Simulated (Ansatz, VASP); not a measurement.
Bi in VASP and in Ansatz

The input INCAR:

```
SYSTEM = Bi
PREC     = Accurate       ! precision mode
ENCUT    = 520            ! plane-wave cutoff, eV
EDIFF    = 1E-7           ! SCF threshold, eV
ISMEAR   = -1             ! smearing method
SIGMA    = 0.1            ! smearing width, eV
LREAL    = .False.        ! projectors in reciprocal space
LASPH    = .True.         ! aspherical terms in the spheres
NELM     = 80             ! most SCF steps
ALGO     = Normal         ! electronic algorithm
ISIF     = 2              ! what is computed and relaxed
LWAVE    = .False.        ! write WAVECAR
LCHARG   = .False.        ! write CHGCAR
GGA      = CA             ! functional
NBANDS   = 14             ! bands
```

Contents of KPOINTS:

```
regular mesh
0
Gamma
  14 14 14
  0 0 0
```

POSCAR

```
Bi
1.0
    0.0000000000      2.1787984333      2.1787984333
    2.1787984333      0.0000000000      2.1787984333
    2.1787984333      2.1787984333      0.0000000000
Bi
1
Direct
    0.0000000000      0.0000000000      0.0000000000
```

Input for Ansatz:

```yaml
crystal:
  lattice:
    - [0.0, 2.1787984333, 2.1787984333]
    - [2.1787984333, 0.0, 2.1787984333]
    - [2.1787984333, 2.1787984333, 0.0]
  atoms:
    - { symbol: Bi, position: [0.0, 0.0, 0.0] }
kpoints:
  mp_grid: { grid: [14, 14, 14] }
scf:
  occupations: { method: fermi_dirac, width: 0.1 }
hamiltonian:
  xc: lda
  pseudopotentials: { kind: all_electron, lapw: { basis_error: 0.001 } }
output:
  forces: true
  stress: true
  eigenvalues: true
  populations: true
```

Change from the starting cell: volume scaled by 0.7, LAPW.

Alike in both runs: task single point; functional LDA; k mesh 14 × 14 × 14; occupations fermi-dirac, width 0.1 eV; no spin polarisation.

|  | VASP | Ansatz |
| --- | --- | --- |
| version | VASP 6.6.1 | Ansatz 0.2.0 |
| potentials or method | VASP PAW LDA potentials, release 64 (Bi_d), cutoff 520 eV | all-electron LAPW, scalar-relativistic |

|  | VASP | Ansatz | Ansatz less VASP |
| --- | --- | --- | --- |
| pressure (GPa) | 51.3 | 50.8 | -0.45 |

LDA's correlation is that of Perdew and Zunger in VASP and of Perdew and Wang (1992) in Ansatz. Both programs put the cell under a high pressure, so it lies far from rest at this level. Ansatz ran all-electron here, and VASP with PAW potentials.

Neither program's run includes spin-orbit coupling.
